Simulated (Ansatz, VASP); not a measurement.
## One calculation of Ba, two programs

```xyz
4
Lattice="-4.4847 -0.0089 0.0024 0.0042 -0.0010 -7.3748 -0.0155 -7.6645 -0.0011" Properties=species:S:1:pos:R:3 pbc="T T T"
Ba   -4.5020   -5.1557   -1.8378
Ba   -2.2574   -1.3167   -1.8474
Ba   -2.2386   -6.3580   -5.5257
Ba    0.0059   -2.5185   -5.5362
```

Change from the starting cell: cell x2, atoms moved at random (sigma 0.15 Å) and cell strained at random (1.5 %), then relaxed without symmetry.

Alike in both runs: functional PBE; k mesh 6 × 4 × 4; occupations gaussian, width 0.2 eV; no spin polarisation.

Ansatz relaxed the structure, and its values are those at the end. VASP's run is a single point on that final structure, the one shown.

```csv
,VASP,Ansatz
version,VASP 6.6.1,Ansatz 0.2.0
potentials or method,"VASP PAW PBE potentials, release 64 (Ba_sv), cutoff 520 eV","scalar-relativistic, plane waves, PAW"
valence electrons in the cell,40,40
```

VASP gave:

- gap on the k mesh at the Fermi level (eV): none
- pressure (GPa): 0.1
- rms of the force components (eV/Å): 0.004

**Question.** Estimate Ansatz's values.

**Answer.** gap on the k mesh at the Fermi level (eV): none; pressure (GPa): 0.0; rms of the force components (eV/Å): 0.004.

A gap of «none» marks a metal or a gap that the smearing closes. The functional is the same, so the differences come from potentials, cutoffs and numerics.

Neither program's run includes spin-orbit coupling.
